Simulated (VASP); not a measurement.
A run of VASP 6.6.1 is set up as follows.

Contents of INCAR:

```
SYSTEM = AlNi
PREC     = Accurate       ! precision mode
ENCUT    = 520            ! plane-wave cutoff, eV
EDIFF    = 1E-6           ! SCF threshold, eV
ISMEAR   = 0              ! smearing method
SIGMA    = 0.15           ! smearing width, eV
LREAL    = .FALSE.        ! projectors in reciprocal space
LASPH    = .TRUE.         ! aspherical terms in the spheres
NELM     = 100            ! most SCF steps
ALGO     = Fast           ! electronic algorithm
ISIF     = 2              ! what is computed and relaxed
LWAVE    = .FALSE.        ! write WAVECAR
LCHARG   = .FALSE.        ! write CHGCAR
GGA      = PE             ! functional
NBANDS   = 14             ! bands
```

File KPOINTS:

```
regular mesh
0
G
  20 20 20
  0 0 0
```

Contents of POSCAR:

```
AlNi
1.0
    2.0428098070     -2.2726259102      0.0000000000
    2.0428098070      2.2726259102      0.0000000000
    0.0000000000      0.0000000000      2.9011416498
Al Ni
1 1
Direct
    0.0000000000      0.0000000000      0.0000000000
    0.5000000000      0.5000000000      0.5000000000
```

Potentials or basis: VASP PAW PBE potentials, release 64 (Al, Ni).

Command:

```bash
$ cat potpaw_PBE.64/Al/POTCAR potpaw_PBE.64/Ni/POTCAR > POTCAR
$ mpirun -np 1 vasp_std > vasp.out
```

(1) Predict the pressure.

Results:

(1) -12.0 GPa.

Caveat: the cell differs from its parent crystal (strain +0.1125 x Voigt [0, 1, 0, 0, 0, 0]).
